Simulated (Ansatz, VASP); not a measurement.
# ZnS in VASP and in Ansatz

The input INCAR:

```
SYSTEM = ZnS
PREC = Accurate
ENCUT = 520
EDIFF = 1E-6
ISMEAR = -1
SIGMA = 0.02
LREAL = .FALSE.
LASPH = .TRUE.
NELM = 60
ALGO = Normal
ISIF = 2
LWAVE = .FALSE.
LCHARG = .FALSE.
GGA = PE
NBANDS = 16
```

KPOINTS

```
Automatic mesh
0
G
  8 8 8
  0 0 0
```

File POSCAR:

```
ZnS
1.0
    0.0000000000      2.6940858343      2.6940858343
    2.6833094910      0.0000000000      2.6940858343
    2.6833094910      2.6940858343      0.0000000000
Zn S
1 1
Direct
    0.0000000000      0.0000000000      0.0000000000
    0.2500000000      0.2500000000      0.2500000000
```

Input for Ansatz:

```yaml
crystal:
  lattice:
    - [0.0, 2.6940858343, 2.6940858343]
    - [2.683309491, 0.0, 2.6940858343]
    - [2.683309491, 2.6940858343, 0.0]
  atoms:
    - { symbol: Zn, position: [0.0, 0.0, 0.0] }
    - { symbol: S, position: [0.25, 0.25, 0.25] }
kpoints:
  mp_grid: { grid: [8, 8, 8] }
  band_path:
    path:
      - [0.0, 0.0, 0.0]
      - [-0.5, -0.5, 0.0]
      - [-0.375, -0.375, 0.25]
      - [-0.375, 0.0, 0.375]
      - [0.0, 0.0, 0.5]
      - [-0.5, -0.25, 0.25]
    npoints: 1
hamiltonian:
  xc: pbe
scf:
  occupations: { method: fermi_dirac, width: 0.02 }
  n_extra_bands: 4
output:
  forces: true
  stress: true
  eigenvalues: true
```

Change from the starting cell: uniaxial_x strain -0.4%.

Alike in both runs: task single point; functional PBE; k mesh 8 × 8 × 8; occupations fermi-dirac, width 0.02 eV; no spin polarisation.

|  | VASP | Ansatz |
| --- | --- | --- |
| version | VASP 6.6.1 | Ansatz 0.2.0 |
| potentials or method | VASP PAW PBE potentials, release 64 (Zn, S) | plane waves, PAW |
| plane-wave cutoff (eV) | 520 | 420 |
| valence electrons in the cell | 18 | 18 |

Ansatz gave:

- gap on the k mesh at the Fermi level (eV): 2.16
- pressure (GPa): 2.6
- traceless stress, the component that is largest in VASP (GPa): 0.11

Estimate VASP's values.

gap on the k mesh at the Fermi level (eV): 2.16; pressure (GPa): 2.8; traceless stress, the component that is largest in VASP (GPa): 0.10.
